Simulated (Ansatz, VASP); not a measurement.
# Ni in VASP and in Ansatz

File INCAR:

```
PREC = Accurate ; ENCUT = 600
EDIFF = 1E-6 ; ISMEAR = -1
SIGMA = 0.15 ; LREAL = F
LASPH = T ; NELM = 150
ALGO = Normal ; ISIF = 3
LWAVE = F ; LCHARG = F
ISPIN = 2 ; MAGMOM = 2 2
LORBIT = 11 ; LMAXMIX = 4
GGA = PS ; IBRION = 2
NSW = 80 ; EDIFFG = -0.01
```

The input KPOINTS:

```
regular mesh
0
Gamma
  15 15 8
```

File POSCAR:

```
Ni
1.0
    2.4480229000      0.0000000000      0.0000000000
   -1.2240114500      2.1200500200      0.0000000000
    0.0000000000      0.0000000000      4.0728075700
Ni
2
Direct
    0.3333333333      0.6666666667      0.2500000000
    0.6666666667      0.3333333333      0.7500000000
```

Input for Ansatz:

```yaml
crystal:
  lattice:
    - [2.4480229, 0.0, 0.0]
    - [-1.22401145, 2.12005002, 0.0]
    - [0.0, 0.0, 4.07280757]
  atoms:
    - { symbol: Ni, position: [0.3333333333333333, 0.6666666666666666, 0.25] }
    - { symbol: Ni, position: [0.6666666666666666, 0.3333333333333333, 0.75] }
kpoints:
  mp_grid:
    grid: [15, 15, 8]
hamiltonian:
  xc: pbesol
  dispersion: none
magnetization:
  spin_polarized: true
  per_species:
    Ni: 2.0
scf:
  convergence:
    dr2_threshold: 1.0e-09
  occupations:
    method: fermi_dirac
    width: 0.15
relax:
  cell: {}
```

Alike in both runs: task relaxation of cell and atoms; functional PBEsol; k mesh 15 × 15 × 8; occupations fermi-dirac, width 0.15 eV; collinear spin.

|  | VASP | Ansatz |
| --- | --- | --- |
| version | VASP 6.6.1 | Ansatz 0.2.0 |
| potentials or method | VASP PAW PBE potentials, release 64 (Ni) | plane waves, PAW |
| plane-wave cutoff (eV) | 600 | 420 |
| valence electrons in the cell | 20 | 36 |

Ansatz gave:

- net moment per atom (μB): 0.59
- size of the moment on the site where the two differ most (μB): 0.62
- relaxed volume (Å³/atom): 10.45
- relaxed cell length with the largest relative difference (Å): 4.013

Q: Estimate VASP's values.

A: net moment per atom (μB): 0.57; size of the moment on the site where the two differ most (μB): 0.58; relaxed volume (Å³/atom): 10.44; relaxed cell length with the largest relative difference (Å): 4.012.

VASP's potentials were made for PBE, not for PBEsol. Site moments also hang on the region over which each program counts them. VASP's potentials hold 20 valence electrons a cell and Ansatz's 36, so a difference there can come from the potentials and not from the codes. Ansatz's warnings: stress scf threshold loose.
